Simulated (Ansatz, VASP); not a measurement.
# Two plane-wave programs on NaI

POSCAR

```
NaI
1.0
    0.0000000000      3.3589093703      3.3589093703
    3.3589093703      0.0000000000      3.3589093703
    3.3589093703      3.3589093703      0.0000000000
Na I
1 1
Direct
    0.0000000000      0.0000000000      0.0000000000
    0.5000000000      0.5000000000      0.5000000000
```

File INCAR.step1:

```
PREC = Accurate
ENCUT = 520
ISMEAR = 0
SIGMA = 0.01
LREAL = False
LASPH = True
NELM = 100
NBANDS = 14
GGA = PE
ALGO = Normal
EDIFF = 1E-4
LWAVE = True
LCHARG = False
```

The input INCAR.step2:

```
PREC = Accurate
ENCUT = 520
EDIFF = 1E-6
ISMEAR = 0
SIGMA = 0.01
LREAL = False
LASPH = True
NELM = 100
ALGO = Normal
ISIF = 2
LWAVE = False
LCHARG = False
METAGGA = R2SCAN
LMIXTAU = True
NBANDS = 14
ISTART = 1
```

The input KPOINTS:

```
regular mesh
0
Gamma
  8 8 8
```

Input for Ansatz:

```yaml
crystal:
  lattice:
    - [0.0, 3.3589093703, 3.3589093703]
    - [3.3589093703, 0.0, 3.3589093703]
    - [3.3589093703, 3.3589093703, 0.0]
  atoms:
    - { symbol: Na, position: [0.0, 0.0, 0.0] }
    - { symbol: I, position: [0.5, 0.5, 0.5] }
kpoints:
  mp_grid: { grid: [8, 8, 8] }
  band_path:
    path:
      - [0.0, 0.0, 0.0]
      - [0.5, 0.0, 0.5]
      - [0.625, 0.25, 0.625]
      - [0.375, 0.375, 0.75]
      - [0.5, 0.5, 0.5]
      - [0.5, 0.25, 0.75]
    npoints: 1
hamiltonian:
  xc: r2scan
scf:
  occupations: { method: fixed }
  n_extra_bands: 4
output:
  forces: true
  stress: true
  eigenvalues: true
```

Change from the starting cell: hydrostatic strain +4.0%.

Alike in both runs: task single point; functional r2SCAN; k mesh 8 × 8 × 8; no spin polarisation.

|  | VASP | Ansatz |
| --- | --- | --- |
| version | VASP 6.6.1 | Ansatz 0.2.0 |
| potentials or method | VASP PAW PBE potentials, release 64 (Na_pv, I) | plane waves, PAW |
| plane-wave cutoff (eV) | 520 | 500 |
| occupations | gaussian, width 0.01 eV | fixed |
| valence electrons in the cell | 14 | 26 |

```csv
,VASP,Ansatz,Ansatz less VASP
gap on the k mesh at the Fermi level (eV),4.13,4.12,-0.008
pressure (GPa),-1.5,-1.5,+0.02
```

VASP's potentials were made for PBE, not for r2SCAN. VASP's potentials hold 14 valence electrons a cell and Ansatz's 26, so a difference there can come from the potentials and not from the codes.

Spin-orbit coupling is off throughout.
